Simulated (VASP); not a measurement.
Ba:

```
Ba
1.0
    -2.50650    2.50650    2.50650
     2.50650   -2.50650    2.50650
     2.50650    2.50650   -2.50650
Ba
1
Direct
  0.00000 0.00000 0.00000
```

```yaml
Program: VASP 6.6.1
Task: relaxation of cell and atoms
Functional: r2SCAN
Potentials_or_basis: VASP PAW PBE potentials, release 64 (Ba_sv)
Cutoff: 600 eV
k_mesh: 6 × 6 × 6
Occupations: fermi-dirac, width 0.05 eV
Spin: no spin polarisation
```

At the start: pressure 0.4 GPa; volume 62.99 Å³/atom.

Problem. Where does the relaxation end?

Solution. Over 3 steps the energy falls by 4.0 meV/atom and the volume is 66.20 Å³/atom (+5.1 %); space group Im-3m (No. 229, to 0.05 Å).

Step by step:
```
step  energy change (eV)  largest force (eV/Å)  pressure (GPa)  volume (Å³)
   1              0.0000                0.0000            0.43        62.99
   2             -0.0031                0.0000            0.20        64.55
   3             -0.0040                0.0000           -0.02        66.20
```

Final structure:
```
CELL_PARAMETERS angstrom
-2.54834 2.54834 2.54834
2.54834 -2.54834 2.54834
2.54834 2.54834 -2.54834
ATOMIC_POSITIONS crystal
Ba 0.00000 0.00000 0.00000
```

Caveat: the PAW data sets were made with another functional, which shifts forces and pressure a little.
